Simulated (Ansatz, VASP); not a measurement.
## Two plane-wave programs on GaSb2

```
Ga Sb
1.0
     4.07058    0.00000    0.00000
    -2.03529    3.52522    0.00000
     0.00000    0.00000   11.23523
Ga Sb
2 4
Direct
  0.33333 0.66667 0.25000
  0.66667 0.33333 0.75000
  0.33333 0.66667 0.59183
  0.66667 0.33333 0.09183
  0.33333 0.66667 0.90817
  0.66667 0.33333 0.40817
```

Alike in both runs: functional PBE; k mesh 12 × 12 × 4; occupations gaussian, width 0.1 eV; no spin polarisation.

Ansatz relaxed the structure, and its values are those at the end. VASP's run is a single point on that final structure, the one shown.

```csv
,VASP,Ansatz
version,VASP 6.6.1,Ansatz 0.2.0
potentials or method,"VASP PAW PBE potentials, release 64 (Ga_d, Sb), cutoff 520 eV","scalar-relativistic, plane waves, PAW"
valence electrons in the cell,46,86
```

|  | VASP | Ansatz | Ansatz less VASP |
| --- | --- | --- | --- |
| gap on the k mesh at the Fermi level (eV) | none | none | - |
| pressure (GPa) | 0.0 | 0.0 | +0.01 |

A gap of «none» marks a metal or a gap that the smearing closes. With one functional, cell and mesh, what is left measures potentials, basis and numerics. VASP's potentials hold 46 valence electrons a cell and Ansatz's 86, so a difference there can come from the potentials and not from the codes.

Neither program's run includes spin-orbit coupling.
